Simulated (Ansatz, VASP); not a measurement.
# One calculation of NaI, two programs

```
Na I
1.0
     0.00000    3.04557    3.65468
     3.04557    0.00000    3.65468
     3.04557    3.04557    0.00000
Na I
1 1
Direct
  0.00000 0.00000 0.00000
  0.50000 0.50000 0.50000
```

Alike in both runs: task single point; functional r2SCAN; k mesh 8 × 8 × 8; occupations gaussian, width 0.05 eV; no spin polarisation.

|  | VASP | Ansatz |
| --- | --- | --- |
| version | VASP 6.6.1 | Ansatz 0.2.0 |
| potentials or method | VASP PAW PBE potentials, release 64 (Na_pv, I), cutoff 520 eV | scalar-relativistic, plane waves, PAW |
| valence electrons in the cell | 14 | 26 |

```tsv
	VASP	Ansatz	Ansatz less VASP
gap on the k mesh at the Fermi level (eV)	4.48	4.48	-0.002
least direct gap on the mesh (eV)	4.48	4.48	-0.002
pressure (GPa)	1.1	1.2	+0.08
traceless stress, the component that is largest in VASP (GPa)	-2.75	-2.78	-0.032
```

VASP's potentials were made for PBE, not for r2SCAN. With one functional, cell and mesh, what is left measures potentials, basis and numerics. VASP's potentials hold 14 valence electrons a cell and Ansatz's 26, so a difference there can come from the potentials and not from the codes.

Neither program's run includes spin-orbit coupling.
